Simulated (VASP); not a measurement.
Al: electric field gradients with PBE

Crystal: Al.

```
Al
1.0
     0.00000    2.02398    1.96326
     2.02398    0.00000    1.96326
     2.02398    2.02398    0.00000
Al
1
Direct
  0.00000 0.00000 0.00000
```

This cell differs from its parent crystal: zz strain of -3 %.

```
Program                : VASP 6.6.1
Task                   : electric field gradients
Functional             : PBE
Potentials or basis    : VASP PAW PBE potentials, release 64 (Al)
Cutoff                 : 520 eV
k mesh                 : 14 × 14 × 14
Occupations            : fermi-dirac, width 0.05 eV
Spin                   : no spin polarisation
Dipole correction      : no
Further INCAR settings : ALGO = Normal; EDIFF = 1e-08; NBANDS = 8
```

The pressure is 1.9 GPa.

Stress tensor (GPa, compression positive):
```
1.47 0.00 0.00
0.00 1.47 0.00
0.00 0.00 2.82
```

Levels at points of the mesh, in eV from the Fermi level:
| k point | band 1 | band 2 | band 3 | band 4 | band 5 |
| --- | --- | --- | --- | --- | --- |
| (0.00, 0.00, 0.00) | -11.31 | 12.66 | 12.66 | 13.00 | 14.39 |
| (0.50, 0.00, 0.00) | -4.69 | -4.41 | 11.24 | 11.31 | 11.89 |
| (0.50, 0.50, 0.00) | -2.67 | -1.18 | 5.03 | 5.34 | 5.34 |
| (0.50, 0.00, 0.50) | -3.13 | -1.81 | 5.40 | 5.81 | 6.02 |

Electric field gradients, principal values (V/Å²):
```csv
atom,least,middle,greatest (by size)
1 Al,0.617,0.617,-1.234
```

It took 43 s on 1 thread of AMD EPYC 7R13 Processor (Zen 3), with other jobs on the host, peak memory 0.12 GiB.

Caveat: the cell differs from its parent crystal (zz strain of -3 %); without QUAD_EFG the Cq values of the log hold for a quadrupole moment of 1 mb, not for the nuclei.
